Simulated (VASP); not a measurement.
# Sn in VASP: settings compared, part 2 of 3

VASP 6.6.1. The steps go on from the part before.

**4. Electric field gradients, r2SCAN**

This run uses another cell than the first one, of 34.19 Å³/atom.

POSCAR reads:

```
Sn
1.0
    0.0000000000      3.2456000000      3.2456000000
    3.2456000000      0.0000000000      3.2456000000
    3.2456000000      3.2456000000      0.0000000000
Sn
2
Direct
    0.5000000000      0.5000000000      0.5000000000
    0.7500000000      0.7500000000      0.7500000000
```

INCAR.step1 reads:

```
SYSTEM = Sn
PREC = Accurate
ENCUT = 520
ISMEAR = -1
SIGMA = 0.03
LREAL = .FALSE.
LASPH = .TRUE.
NELM = 80
NBANDS = 21
GGA = PE
ALGO = Normal
EDIFF = 1E-4
LWAVE = .TRUE.
LCHARG = .FALSE.
```

INCAR.step2 reads:

```
SYSTEM = Sn
PREC = Accurate
ENCUT = 520
EDIFF = 1E-8
ISMEAR = -1
SIGMA = 0.03
LREAL = .FALSE.
LASPH = .TRUE.
NELM = 80
ALGO = Normal
ISIF = 2
LWAVE = .FALSE.
LCHARG = .FALSE.
METAGGA = R2SCAN
LMIXTAU = .TRUE.
LEFG = .TRUE.
NBANDS = 21
ISTART = 1
```

KPOINTS reads:

```
Automatic mesh
0
G
  9 9 9
  0 0 0
```

Potentials or basis: VASP PAW PBE potentials, release 64 (Sn_d).

Run with:

```console
$ cat potpaw_PBE.64/Sn_d/POTCAR > POTCAR
$ cp INCAR.step1 INCAR
$ mpirun -np 1 vasp_std > vasp.out
$ cp INCAR.step2 INCAR
$ mpirun -np 1 vasp_std > vasp.out
```

OUTCAR:

```text
SYSTEM = Sn
   PREC = Accurate
   ENCUT = 520
   EDIFF = 1E-8
   ISMEAR = -1
   LREAL = .FALSE.
   LASPH = .TRUE.
   NELM = 80
   ISIF = 2
   METAGGA = R2SCAN
   ISTART = 1

 ion  position               nearest neighbor table
   1  0.500  0.500  0.500-   2 2.81   2 2.81   2 2.81   2 2.81
   2  0.750  0.750  0.750-   1 2.81   1 2.81   1 2.81   1 2.81

  LATTYP: Found a face centered cubic cell.
 ALAT       =     6.4912000000

  Lattice vectors:

 A1 = (   0.0000000000,   3.2456000000,   3.2456000000)
 A2 = (   3.2456000000,   0.0000000000,   3.2456000000)
 A3 = (   3.2456000000,   3.2456000000,   0.0000000000)

Analysis of symmetry for initial positions (statically):
=====================================================================
 Subroutine PRICEL returns:
 Original cell was already a primitive cell.

 Routine SETGRP: Setting up the symmetry group for a
 face centered cubic supercell.

 Subroutine GETGRP returns: Found 48 space group operations
 (whereof 24 operations were pure point group operations)
 out of a pool of 48 trial point group operations.

The static configuration has the point symmetry T_d .
 The point group associated with its full space group is O_h .

Analysis of symmetry for dynamics (positions and initial velocities):
=====================================================================
 Subroutine PRICEL returns:
 Original cell was already a primitive cell.

 Routine SETGRP: Setting up the symmetry group for a
 face centered cubic supercell.

 Subroutine GETGRP returns: Found 48 space group operations
 (whereof 24 operations were pure point group operations)
 out of a pool of 48 trial point group operations.

[... 158 lines left out ...]
      1     -16.8298      2.00000
      2     -16.8298      2.00000
      3     -16.8298      2.00000
      4     -16.7632      2.00000
      5     -16.7632      2.00000
      6     -16.4398      2.00000
[... 565 lines left out ...]
     20      16.0089      0.00000
     21      16.1816      0.00000

 [... further k-points ...]

------------------------ aborting loop because EDIFF is reached ----------------------------------------

  FORCE on cell =-STRESS in cart. coord.  units (eV):
  Direction    XX          YY          ZZ          XY          YZ          ZX
  --------------------------------------------------------------------------------------
  -------------------------------------------------------------------------------------
  Total        0.6771294      0.6771294      0.6771294      0.0000000     -0.0000000     -0.0000000
  in kB       15.8659943     15.8659943     15.8659943      0.0000000     -0.0000000     -0.0000000
  external PRESSURE =      15.8659943 kB  Pullay stress =       0.0000000 kB

 VOLUME and BASIS-vectors are now :
 -----------------------------------------------------------------------------
  energy-cutoff  :      520.00
  volume of cell :       68.38
      direct lattice vectors                 reciprocal lattice vectors
     0.000000000  3.245600000  3.245600000    -0.154054720  0.154054720  0.154054720
     3.245600000  0.000000000  3.245600000     0.154054720 -0.154054720  0.154054720
     3.245600000  3.245600000  0.000000000     0.154054720  0.154054720 -0.154054720

 POSITION                                       TOTAL-FORCE (eV/Angst)
 -----------------------------------------------------------------------------------
      3.24560      3.24560      3.24560         0.000000     -0.000000     -0.000000
      4.86840      4.86840      4.86840        -0.000000      0.000000      0.000000
 -----------------------------------------------------------------------------------
    total drift:                                0.000000      0.000000      0.000000

  FREE ENERGIE OF THE ION-ELECTRON SYSTEM (eV)
  ---------------------------------------------------
  free  energy   TOTEN  =       -49.4795557991 eV

  energy  without entropy=      -49.4793537741  energy(sigma->0) =      -49.47945479

 Electric field gradients (V/A^2)
---------------------------------------------------------------------
 ion       V_xx      V_yy      V_zz      V_xy      V_xz      V_yz
---------------------------------------------------------------------
   1      -0.000    -0.000     0.000     0.000     0.000     0.000
   2      -0.000    -0.000     0.000     0.000     0.000     0.000
---------------------------------------------------------------------

 Electric field gradients after diagonalization (V/A^2)
 (convention: |V_zz| > |V_xx| > |V_yy|)
----------------------------------------------------------------------
 ion       V_xx      V_yy      V_zz     asymmetry (V_yy - V_xx)/ V_zz
----------------------------------------------------------------------
   1      -0.000    -0.000     0.000       0.000
   2      -0.000    -0.000     0.000       0.000
----------------------------------------------------------------------

           NMR quadrupolar parameters

 Cq : quadrupolar parameter    Cq=e*Q*V_zz/h
 eta: asymmetry parameters     (V_yy - V_xx)/ V_zz
 Q  : nuclear electric quadrupole moment in mb (millibarn)
----------------------------------------------------------------------
 ion       Cq(MHz)       eta       Q (mb)
----------------------------------------------------------------------
   1       0.000       0.000       1.000
   2       0.000       0.000       1.000
----------------------------------------------------------------------
```

OUTCAR.step1:

```text
SYSTEM = Sn
   PREC = Accurate
   ENCUT = 520
   ISMEAR = -1
   LREAL = .FALSE.
   LASPH = .TRUE.
[... 799 lines left out ...]
      3.24560      3.24560      3.24560         0.000000     -0.000000      0.000000
      4.86840      4.86840      4.86840        -0.000000      0.000000     -0.000000
 -----------------------------------------------------------------------------------
    total drift:                                0.000000      0.000000      0.000000

  FREE ENERGIE OF THE ION-ELECTRON SYSTEM (eV)
  ---------------------------------------------------
  free  energy   TOTEN  =        -7.6395920391 eV

  energy  without entropy=       -7.6390415828  energy(sigma->0) =       -7.63931681
```

Run time: 3.8 min. Hardware: 1 thread of Intel Xeon 8259CL, shared host; peak memory 0.23 GiB.

What came out:

```yaml
Free_energy: -49.4796 eV
Pressure: 1.6 GPa
Band_gap_on_the_k_mesh: zero (filled and empty bands touch)
Largest_electric_field_gradient_by_atom: zero within the noise of the run
```

Levels at points of the mesh, in eV from the Fermi level:
| k point | band 10 | band 11 | band 12 | band 13 | band 14 | band 15 | band 16 | band 17 | band 18 | band 19 |
| --- | --- | --- | --- | --- | --- | --- | --- | --- | --- | --- |
| (0.00, 0.00, 0.00) | -22.02 | -11.15 | -0.39 | -0.02 | -0.02 | -0.02 | 2.20 | 2.20 | 2.20 | 5.38 |

Caveat: the PAW data sets were made with another functional, which shifts forces and pressure a little; spin-orbit coupling is left out, which moves the levels of the heavy elements.

**5. Electric field gradients, PBE (equal xy, yz and zx shear strains of +2 %)**

INCAR reads:

```
SYSTEM = Sn
ALGO = Normal
EDIFF = 1E-8
ENCUT = 520
GGA = PE
ISIF = 2
ISMEAR = -1
LASPH = .TRUE.
LCHARG = .FALSE.
LEFG = .TRUE.
LREAL = .FALSE.
LWAVE = .FALSE.
NBANDS = 21
NELM = 60
PREC = Accurate
SIGMA = 0.03
```

KPOINTS reads:

```
k-points
0
G
  9 9 9
  0 0 0
```

POSCAR reads:

```
Sn
1.0
    0.0649120000      3.2780560000      3.2780560000
    3.2780560000      0.0649120000      3.2780560000
    3.2780560000      3.2780560000      0.0649120000
Sn
2
Direct
    0.5000000000      0.5000000000      0.5000000000
    0.7500000000      0.7500000000      0.7500000000
```

Potentials or basis: VASP PAW PBE potentials, release 64 (Sn_d).

Run with:

```console
$ cat potpaw_PBE.64/Sn_d/POTCAR > POTCAR
$ mpirun -np 1 vasp_std > vasp.out
```

OUTCAR:

```text
SYSTEM = Sn
   EDIFF = 1E-8
   ENCUT = 520
   GGA = PE
   ISIF = 2
   ISMEAR = -1
   LASPH = .TRUE.
   LREAL = .FALSE.
   NELM = 60
   PREC = Accurate

 ion  position               nearest neighbor table
   1  0.500  0.500  0.500-   2 2.79   2 2.79   2 2.79   2 2.87
   2  0.750  0.750  0.750-   1 2.79   1 2.79   1 2.79   1 2.87

  LATTYP: Found a trigonal (rhomboedric) cell.
 ALAT       =     4.6363256838
 COS(alpha) =     0.5197000882

  Lattice vectors:

 A1 = (   0.0649120000,   3.2780560000,   3.2780560000)
 A2 = (   3.2780560000,   0.0649120000,   3.2780560000)
 A3 = (   3.2780560000,   3.2780560000,   0.0649120000)

Analysis of symmetry for initial positions (statically):
=====================================================================
 Subroutine PRICEL returns:
 Original cell was already a primitive cell.

 Routine SETGRP: Setting up the symmetry group for a
 trigonal (rhombohedral) supercell.

 Subroutine GETGRP returns: Found 12 space group operations
 (whereof  6 operations were pure point group operations)
 out of a pool of 12 trial point group operations.

The static configuration has the point symmetry C_3v.
 The point group associated with its full space group is D_3d.

Analysis of symmetry for dynamics (positions and initial velocities):
=====================================================================
 Subroutine PRICEL returns:
 Original cell was already a primitive cell.

 Routine SETGRP: Setting up the symmetry group for a
 trigonal (rhombohedral) supercell.

 Subroutine GETGRP returns: Found 12 space group operations
 (whereof  6 operations were pure point group operations)
 out of a pool of 12 trial point group operations.

The dynamic configuration has the point symmetry C_3v.
 The point group associated with its full space group is D_3d.

 Subroutine INISYM returns: Found 12 space group operations
 (whereof  6 operations are pure point group operations),
 and found     1 'primitive' translations

----------------------------------------------------------------------------------------

                                     Primitive cell

  volume of cell :      68.3574

  direct lattice vectors                    reciprocal lattice vectors
     0.064912000  3.278056000  3.278056000    -0.157136425  0.154085232  0.154085232
     3.278056000  0.064912000  3.278056000     0.154085232 -0.157136425  0.154085232
     3.278056000  3.278056000  0.064912000     0.154085232  0.154085232 -0.157136425

  length of vectors
     4.636325684  4.636325684  4.636325684     0.268656609  0.268656609  0.268656609

  position of ions in fractional coordinates (direct lattice)
     0.500000000  0.500000000  0.500000000
     0.750000000  0.750000000  0.750000000

  ion indices of the primitive-cell ions
   primitive index   ion index
                 1           1
                 2           2

----------------------------------------------------------------------------------------

 KPOINTS: k-points

Automatic generation of k-mesh.
 Grid dimensions read from file:
 generate k-points for:    9    9    9
[... 70 lines left out ...]
   ISIF   =      2    stress and relaxation
   ISYM   =      2    0-nonsym 1-usesym 2-fastsym
   POTIM  = 0.5000    time-step for ionic-motion
   TEBEG  =    0.0;   TEEND  =   0.0 temperature during run
   PSTRESS=    0.0 pullay stress
   NELECT =      28.0000    total number of electrons
   NUPDOWN=      -1.0000    fix difference up-down
   EMIN   =  10.00;   EMAX   =-10.00  energy-range for DOS
   EFERMI =   0.00;   METHOD = LEGACY
   ISMEAR =    -1;   SIGMA  =   0.03  broadening in eV -4-tet -1-fermi 0-gaus
   EFERMI_NEDOS =   21; number of points for ismear=-14 and -15
   IALGO  =     38    algorithm
   IMIX   =      4    mixing-type and parameters
     AMIX     =   0.40;   BMIX     =  1.00
     AMIX_MAG =   1.60;   BMIX_MAG =  1.00
  volume/ion in A,a.u.               =      34.18       230.65
  Fermi-wavevector in a.u.,A,eV,Ry     =   1.215810  2.297547 20.112045  1.478194
  Thomas-Fermi vector in A             =   2.351185
   LORBIT       =      0    0 simple, 1 ext, 2 COOP (PROOUT), +10 PAW based schemes
   GGA     = PE    functional components
   LHFCALC =     F    Hartree Fock is set to
   AEXX    =    0.0000 exact exchange contribution
   IVDW    =     0    specifies the selected vdW correction
   LEPSILON=     F    determine dielectric tensor
   LRPA    =     F    only Hartree local field effects (RPA)
 non-spin polarized calculation
  energy-cutoff  :      520.00
  volume of cell :       68.36
 maximum number of plane-waves:      1868
   NGX = 17   NGY = 17   NGZ = 17

 number of electron      28.0000008 magnetization

 Free energy of the ion-electron system (eV)
  ---------------------------------------------------
  ext. energy  EPLUGINS =         0.00000000
  ---------------------------------------------------
  free energy    TOTEN  =        -7.62607392 eV

  energy without entropy =       -7.62536585  energy(sigma->0) =       -7.62571988

 E-fermi :   5.5862     XC(G=0):  -8.8731

 val. band max:        5.5853407296   @ k =   0.4444  -0.0000  -0.0000
 cond. band min:       5.6895226913   @ k =   0.0000   0.0000   0.0000
 fundamental gap:      0.1041819617
 Fermi energy:         5.5862004299

 k-point     1 :       0.0000    0.0000    0.0000
  band No.  band energies     occupation
      1     -16.0653      2.00000
      2     -16.0653      2.00000
      3     -16.0143      2.00000
      4     -15.9888      2.00000
      5     -15.9888      2.00000
      6     -15.7083      2.00000
[... 565 lines left out ...]
     20      15.5274      0.00000
     21      15.8117      0.00000

 [... further k-points ...]

------------------------ aborting loop because EDIFF is reached ----------------------------------------

  FORCE on cell =-STRESS in cart. coord.  units (eV):
  Direction    XX          YY          ZZ          XY          YZ          ZX
  --------------------------------------------------------------------------------------
  -------------------------------------------------------------------------------------
  Total        1.3807566      1.3807566      1.3807566     -0.4360281     -0.4360281     -0.4360281
  in kB       32.3625085     32.3625085     32.3625085    -10.2197330    -10.2197330    -10.2197330
  external PRESSURE =      32.3625085 kB  Pullay stress =       0.0000000 kB

 VOLUME and BASIS-vectors are now :
 -----------------------------------------------------------------------------
  energy-cutoff  :      520.00
  volume of cell :       68.36
      direct lattice vectors                 reciprocal lattice vectors
     0.064912000  3.278056000  3.278056000    -0.157136425  0.154085232  0.154085232
     3.278056000  0.064912000  3.278056000     0.154085232 -0.157136425  0.154085232
     3.278056000  3.278056000  0.064912000     0.154085232  0.154085232 -0.157136425

 POSITION                                       TOTAL-FORCE (eV/Angst)
 -----------------------------------------------------------------------------------
      3.31051      3.31051      3.31051         0.177436      0.177436      0.177436
      4.96577      4.96577      4.96577        -0.177436     -0.177436     -0.177436
 -----------------------------------------------------------------------------------
    total drift:                                0.000000      0.000000      0.000000

  FREE ENERGIE OF THE ION-ELECTRON SYSTEM (eV)
  ---------------------------------------------------
  free  energy   TOTEN  =        -7.6260739219 eV

  energy  without entropy=       -7.6253658477  energy(sigma->0) =       -7.62571988

 Electric field gradients (V/A^2)
---------------------------------------------------------------------
 ion       V_xx      V_yy      V_zz      V_xy      V_xz      V_yz
---------------------------------------------------------------------
   1      -0.000     0.000    -0.000    14.732    14.732    14.732
   2      -0.000     0.000     0.000    14.732    14.732    14.732
---------------------------------------------------------------------

 Electric field gradients after diagonalization (V/A^2)
 (convention: |V_zz| > |V_xx| > |V_yy|)
----------------------------------------------------------------------
 ion       V_xx      V_yy      V_zz     asymmetry (V_yy - V_xx)/ V_zz
----------------------------------------------------------------------
   1     -14.732   -14.732    29.464       0.000
   2     -14.732   -14.732    29.464       0.000
----------------------------------------------------------------------

           NMR quadrupolar parameters

 Cq : quadrupolar parameter    Cq=e*Q*V_zz/h
 eta: asymmetry parameters     (V_yy - V_xx)/ V_zz
 Q  : nuclear electric quadrupole moment in mb (millibarn)
----------------------------------------------------------------------
 ion       Cq(MHz)       eta       Q (mb)
----------------------------------------------------------------------
   1       0.071       0.000       1.000
   2       0.071       0.000       1.000
----------------------------------------------------------------------
```

Wall time 81 s (1 thread of Intel Xeon Platinum 8375C at 2.90GHz (Ice Lake), shared host); peak memory 0.25 GiB.

Results:

```yaml
Free_energy: -7.6261 eV
Pressure: 3.2 GPa
Largest_force: 0.307 eV/Å
Band_gap_on_the_k_mesh: zero (bands 14 and 15 overlap by 0.15 eV)
Largest_electric_field_gradient_by_atom: Sn +29.5 V/Å²
```

Forces in eV/Å, atoms in the order of the input:
```
Sn   0.177  0.177  0.177
Sn  -0.177 -0.177 -0.177
```

Electric field gradients, principal values (V/Å²):
| atom | least | middle | greatest (by size) |
| --- | --- | --- | --- |
| 1 Sn | -14.732 | -14.732 | 29.464 |
| 2 Sn | -14.732 | -14.732 | 29.464 |

Caveat: the cell differs from its parent crystal (equal xy, yz and zx shear strains of +2 %); the cell stands under pressure; without QUAD_EFG the Cq values of the log hold for a quadrupole moment of 1 mb, not for the nuclei; spin-orbit coupling is left out, which moves the levels of the heavy elements.

(Continued in part 3 of 3.)
